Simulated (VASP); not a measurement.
# Fe: single point with PBE

The system is Fe.

```
Fe
1.0
     0.00000    1.75450    1.75450
     1.75450    0.00000    1.75450
     3.50900    3.50900    0.00000
Fe
2
Direct
  0.00000 0.00000 0.00000
  0.00000 0.00000 0.50000
```

- Program: VASP 6.6.1
- Task: single point
- Functional: PBE
- Potentials or basis: VASP PAW PBE potentials, release 64 (Fe)
- Cutoff: 520 eV
- k mesh: 12 × 12 × 6
- Occupations: fermi-dirac, width 0.1 eV
- Spin: collinear spin
- Starting moments: [0.0, 4.0] μB

```json
{
 "Pressure": "-7.4 GPa",
 "Net moment": "1.22 μB per cell",
 "Site moments": "Fe -0.13, +1.34 μB",
 "Valence electrons inside the program's atomic spheres": "Fe 7.38, 7.36"
}
```

Stress tensor (GPa, compression positive):
```
-7.42  0.83 -0.83
 0.83 -7.42 -0.83
-0.83 -0.83 -7.42
```

Levels at points of the mesh, in eV from the Fermi level:
Spin up:
```
           k point  band 5  band 6  band 7  band 8  band 9  band 10  band 11  band 12  band 13  band 14
(0.00, 0.00, 0.00)   -1.78   -1.74   -1.74   -0.59   -0.59     0.07     0.69     0.69     7.58    21.40
(0.50, 0.00, 0.00)   -1.97    0.07    0.16    0.50    0.61     0.92     1.09     2.99     7.59    10.85
(0.00, 0.00, 0.50)   -1.94   -1.94   -1.26   -1.26   -0.86    -0.86     0.13     0.13    15.54    15.60
(0.50, 0.00, 0.50)   -2.06   -1.53   -1.33   -0.38    0.24     0.99     3.28     3.61     9.71     9.93
```
Spin down:
| k point | band 4 | band 5 | band 6 | band 7 | band 8 | band 9 | band 10 | band 11 |
| --- | --- | --- | --- | --- | --- | --- | --- | --- |
| (0.00, 0.00, 0.00) | -1.53 | -1.36 | -1.18 | -1.18 | 0.11 | 0.30 | 0.30 | 1.31 |
| (0.50, 0.00, 0.00) | -1.40 | -1.29 | 0.13 | 0.96 | 1.18 | 1.38 | 1.39 | 1.67 |
| (0.00, 0.00, 0.50) | -1.71 | -1.31 | -1.31 | -0.71 | -0.71 | -0.05 | -0.05 | 0.80 |
| (0.50, 0.00, 0.50) | -2.60 | -1.62 | -1.21 | -0.56 | 0.24 | 0.96 | 1.66 | 3.68 |

It took 90 s on 1 thread of AMD EPYC 9R14 (Zen 4) (shared host), peak memory 0.15 GiB.

Caveat: the moment fell far below its start of 4 μB, so a state of higher moment may lie lower in energy.
